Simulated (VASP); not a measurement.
# W in VASP: notebook, part 2 of 2

VASP 6.6.1. The steps go on from the part before.

### Step 4. Single point, LDA, collinear spin, ferromagnetic start

Input file INCAR:

```
PREC = Accurate
ENCUT = 520
EDIFF = 1E-6
ISMEAR = -1
SIGMA = 0.001
LREAL = F
LASPH = T
NELM = 150
ALGO = Normal
ISIF = 2
LWAVE = F
LCHARG = F
ISPIN = 2
MAGMOM = 0.5
LORBIT = 11
LMAXMIX = 4
NBANDS = 17
```

Input file KPOINTS:

```
Automatic mesh
0
Gamma
  12 12 12
```

Input file POSCAR:

```
W
1.0
   -1.5823450000      1.5823450000      1.5823450000
    1.5823450000     -1.5823450000      1.5823450000
    1.5823450000      1.5823450000     -1.5823450000
W
1
Direct
    0.0000000000      0.0000000000      0.0000000000
```

Potentials or basis: VASP PAW LDA potentials, release 64 (W_sv).

Command:

```sh
$ cat potpaw_LDA.64/W_sv/POTCAR > POTCAR
$ mpirun -np 1 vasp_std > vasp.out
```

OUTCAR:

```text
PREC = Accurate
   ENCUT = 520
   EDIFF = 1E-6
   ISMEAR = -1
   LREAL = F
   LASPH = T
   NELM = 150
   ISIF = 2
   ISPIN = 2
   LORBIT = 11

 ion  position               nearest neighbor table
   1  0.000  0.000  0.000-

  LATTYP: Found a body centered cubic cell.
 ALAT       =     3.1646900000

  Lattice vectors:

 A1 = (  -1.5823450000,   1.5823450000,   1.5823450000)
 A2 = (   1.5823450000,  -1.5823450000,   1.5823450000)
 A3 = (   1.5823450000,   1.5823450000,  -1.5823450000)

Analysis of symmetry for initial positions (statically):
=====================================================================
 Subroutine PRICEL returns:
 Original cell was already a primitive cell.

 Routine SETGRP: Setting up the symmetry group for a
 body centered cubic supercell.

 Subroutine GETGRP returns: Found 48 space group operations
 (whereof 48 operations were pure point group operations)
 out of a pool of 48 trial point group operations.

The static configuration has the point symmetry O_h .

Analysis of symmetry for dynamics (positions and initial velocities):
=====================================================================
 Subroutine PRICEL returns:
[... 184 lines left out ...]
      4     -26.2163      1.00000
      5       1.7754      1.00000
      6      10.0721      1.00000
[... 459 lines left out ...]
      6       7.7127      1.00000
[... 9 lines left out ...]
     16      38.4615      0.00000
     17      39.6898      0.00000

 [... further k-points ...]

 spin component 2

 k-point     1 :       0.0000    0.0000    0.0000
  band No.  band energies     occupation
      1     -62.4088      1.00000
      2     -26.2176      1.00000
      3     -26.2176      1.00000
      4     -26.2176      1.00000
      5       1.7699      1.00000
      6      10.0697      1.00000
[... 459 lines left out ...]
      6       7.7095      1.00000
[... 9 lines left out ...]
     16      38.4570      0.00000
     17      39.6840      0.00000

 [... further k-points ...]
[... 5 lines left out ...]
  --------------------------------------------------------------------------------------
  -------------------------------------------------------------------------------------
  Total       -0.7411663     -0.7411663     -0.7411663     -0.0000000      0.0000000     -0.0000000
  in kB      -74.9312010    -74.9312010    -74.9312010     -0.0000000      0.0000000     -0.0000000
  external PRESSURE =     -74.9312010 kB  Pullay stress =       0.0000000 kB

 VOLUME and BASIS-vectors are now :
 -----------------------------------------------------------------------------
  energy-cutoff  :      520.00
  volume of cell :       15.85
      direct lattice vectors                 reciprocal lattice vectors
    -1.582345000  1.582345000  1.582345000     0.000000000  0.315986716  0.315986716
     1.582345000 -1.582345000  1.582345000     0.315986716  0.000000000  0.315986716
     1.582345000  1.582345000 -1.582345000     0.315986716  0.315986716  0.000000000

 POSITION                                       TOTAL-FORCE (eV/Angst)
 -----------------------------------------------------------------------------------
      0.00000      0.00000      0.00000        -0.000000      0.000000      0.000000
 -----------------------------------------------------------------------------------
    total drift:                                0.000000     -0.000000      0.000000

  FREE ENERGIE OF THE ION-ELECTRON SYSTEM (eV)
  ---------------------------------------------------
  free  energy   TOTEN  =       -14.0962461588 eV

  energy  without entropy=      -14.0962302264  energy(sigma->0) =      -14.09623819

 total charge

# of ion       s       p       d       tot
------------------------------------------
    1        2.404   6.330   3.398  12.132

 magnetization (x)

# of ion       s       p       d       tot
------------------------------------------
    1       -0.000  -0.002  -0.001  -0.004
```

OSZICAR:

```text
N       E                     dE             d eps       ncg     rms          rms(c)
DAV:   1     0.916134871443E+02    0.91613E+02   -0.64508E+03  4944   0.894E+02
DAV:   2    -0.125540440393E+02   -0.10417E+03   -0.99344E+02  5547   0.273E+02
DAV:   3    -0.147525392086E+02   -0.21985E+01   -0.21891E+01  5387   0.372E+01
DAV:   4    -0.147598116971E+02   -0.72725E-02   -0.72720E-02  5738   0.225E+00
DAV:   5    -0.147598462297E+02   -0.34533E-04   -0.34531E-04  5426   0.150E-01    0.212E+01
DAV:   6    -0.142422498953E+02    0.51760E+00   -0.26243E-01  5108   0.649E+00    0.834E+00
DAV:   7    -0.141010307961E+02    0.14122E+00   -0.12062E-01  5489   0.420E+00    0.142E+00
DAV:   8    -0.140989127993E+02    0.21180E-02   -0.37202E-03  5046   0.575E-01    0.500E-01
DAV:   9    -0.140965566073E+02    0.23562E-02   -0.70735E-04  5772   0.314E-01    0.214E-01
DAV:  10    -0.140962442263E+02    0.31238E-03   -0.20141E-04  5202   0.152E-01    0.352E-02
DAV:  11    -0.140962481805E+02   -0.39542E-05   -0.13668E-05  5389   0.362E-02    0.228E-02
DAV:  12    -0.140962542172E+02   -0.60367E-05   -0.28683E-06  4613   0.191E-02    0.232E-02
DAV:  13    -0.140962493517E+02    0.48655E-05   -0.17693E-06  4323   0.168E-02    0.810E-03
DAV:  14    -0.140962461540E+02    0.31977E-05   -0.16478E-07  2552   0.534E-03    0.447E-04
DAV:  15    -0.140962461588E+02   -0.47892E-08   -0.71997E-09  2542   0.859E-04
   1 F= -.14096246E+02 E0= -.14096238E+02  d E =-.159324E-04  mag=    -0.0069
```

Run time: 34 s. Hardware: 1 thread of AMD EPYC 7R43 (Zen 3), shared host; peak memory 0.1 GiB.

Results:

```
Free energy                                           : -14.0962 eV
Pressure                                              : -7.5 GPa
Band gap on the k mesh                                : zero (filled and empty bands overlap)
Net moment                                            : -0.01 μB per cell
Valence electrons inside the program's atomic spheres : W 12.13
```

Caveat: spin-orbit coupling is left out, which moves the levels of the heavy elements.

### Step 5. Single point, PBE+D3(BJ) (the cell strained at random)

Input file INCAR:

```
PREC     = Accurate       # precision mode
ENCUT    = 520            # plane-wave cutoff, eV
EDIFF    = 1E-6           # SCF threshold, eV
ISMEAR   = -5             # smearing method
SIGMA    = 0.05           # smearing width, eV
LREAL    = F              # projectors in reciprocal space
LASPH    = T              # aspherical terms in the spheres
NELM     = 60             # most SCF steps
ALGO     = Fast           # electronic algorithm
ISIF     = 2              # what is computed and relaxed
LWAVE    = F              # write WAVECAR
LCHARG   = F              # write CHGCAR
GGA      = PE             # functional
IVDW     = 12             # dispersion correction
NBANDS   = 13             # bands
```

Input file KPOINTS:

```
regular mesh
0
Gamma
  9 9 9
```

Input file POSCAR:

```
W
1.0
   -1.6249430000      1.6070120000      1.5886180000
    1.6479140000     -1.5744330000      1.5790100000
    1.5622220000      1.5117120000     -1.5560400000
W
1
Direct
    0.0000000000      0.0000000000      0.0000000000
```

Potentials or basis: VASP PAW PBE potentials, release 64 (W_sv).

Command:

```sh
$ cat potpaw_PBE.64/W_sv/POTCAR > POTCAR
$ mpirun -np 1 vasp_std > vasp.out
```

Wall time 92 s (1 thread of AMD EPYC 7R43 (Zen 3), shared host); peak memory 0.17 GiB.

The run converged. Its results:

| Property | Result |
| --- | --- |
| Free energy | -13.6201 eV |
| Pressure | 0.2 GPa |
| Band gap on the k mesh | zero (band 7 reaches 15.31 eV, above the bottom of band 8 at 10.58 eV) |
| Dispersion energy per atom | -0.695 eV |

Stress tensor (GPa, compression positive):
```
-4.95  6.33 -2.66
 6.33  5.37 -3.39
-2.66 -3.39  0.06
```

Levels at points of the mesh, in eV from the Fermi level:
| k point | band 3 | band 4 | band 5 | band 6 | band 7 | band 8 | band 9 | band 10 | band 11 | band 12 |
| --- | --- | --- | --- | --- | --- | --- | --- | --- | --- | --- |
| (0.00, 0.00, 0.00) | -37.86 | -37.75 | -9.71 | -1.82 | -1.25 | -0.93 | 2.00 | 2.45 | 13.93 | 14.50 |

Caveat: the cell differs from its parent crystal (the cell strained at random); spin-orbit coupling is left out, which moves the levels of the heavy elements; pairwise dispersion overbinds metals, which lowers pressure and volume; tetrahedron occupations give inexact forces and stress in metals.

### Step 6. Single point, PBE

Input file INCAR:

```
PREC = Accurate
ENCUT = 520
EDIFF = 1E-7
ISMEAR = 0
SIGMA = 0.020999999999999998
LREAL = F
LASPH = T
NELM = 100
ALGO = Normal
ISIF = 2
LWAVE = F
LCHARG = T
GGA = PE
LELF = T
LVHAR = T
NBANDS = 13
```

Input file KPOINTS:

```
Automatic mesh
0
Gamma
  12 12 12
```

Input file POSCAR:

```
W
1.0
   -1.5823450000      1.5823450000      1.5823450000
    1.5823450000     -1.5823450000      1.5823450000
    1.5823450000      1.5823450000     -1.5823450000
W
1
Direct
    0.0000000000      0.0000000000      0.0000000000
```

Potentials or basis: VASP PAW PBE potentials, release 64 (W_sv).

Command:

```sh
$ cat potpaw_PBE.64/W_sv/POTCAR > POTCAR
$ mpirun -np 1 vasp_std > vasp.out
```

Run time: 21 s. Hardware: 1 thread of Intel Xeon 8259CL, shared host; peak memory 0.13 GiB.

The run converged. Its results:

```yaml
Free_energy: -12.9478 eV
Pressure: 6.7 GPa
Band_gap_on_the_k_mesh: zero (band 7 reaches 16.61 eV, above the bottom of band 8 at 10.21 eV)
```

Levels at points of the mesh, in eV from the Fermi level:
| k point | band 5 | band 6 | band 7 | band 8 | band 9 | band 10 |
| --- | --- | --- | --- | --- | --- | --- |
| (0.00, 0.00, 0.00) | -9.52 | -1.12 | -1.12 | -1.12 | 2.37 | 2.37 |
| (0.50, 0.00, 0.00) | -6.16 | -3.46 | 0.80 | 2.27 | 3.25 | 6.26 |
| (0.50, 0.50, 0.50) | -5.72 | -5.72 | 5.28 | 5.28 | 5.28 | 8.37 |

Caveat: spin-orbit coupling is left out, which moves the levels of the heavy elements.

### Step 7. The runs side by side

```csv
level,potentials or basis,spin,cell,k mesh,smearing,gap on the mesh (eV),pressure (GPa),moment (μB)
RPBE+D3(BJ),"VASP PAW PBE potentials, release 64 (W_sv)",off,"a = 2.741 Å, angles 109.5°, 1 atom",12 × 12 × 12,tetrahedron,none,-37.9,-
LDA,"VASP PAW LDA potentials, release 64 (W_sv)","collinear, ferromagnetic start","a = 2.741 Å, angles 109.5°, 1 atom",12 × 12 × 12,methfessel-paxton 0.1 eV,none,-7.3,0.00
LDA,"VASP PAW LDA potentials, release 64 (W_sv)","collinear, ferromagnetic start","a = 2.741 Å, angles 109.5°, 1 atom",12 × 12 × 12,fermi-dirac 0.001 eV,none,-7.5,0.01
PBE+D3(BJ),"VASP PAW PBE potentials, release 64 (W_sv)",off,"a = 2.783, b = 2.773, c = 2.673 Å, angles 107.8, 110.3, 110.5°, 1 atom",9 × 9 × 9,tetrahedron,none,0.2,-
PBE,"VASP PAW PBE potentials, release 64 (W_sv)",off,"a = 2.741 Å, angles 109.5°, 1 atom",12 × 12 × 12,gaussian 0.021 eV,none,6.7,-
```

Alike in all rows: task single point; cutoff (eV) 520.

Caveats: spin-orbit coupling is left out, which moves the levels of the heavy elements; pairwise dispersion overbinds metals, which lowers pressure and volume (some runs); tetrahedron occupations give inexact forces and stress in metals (some runs); the PAW data sets were made with another functional, which shifts forces and pressure a little (some runs).

Total energies depend on the potentials used, so only differences within one code and one set of settings carry meaning.
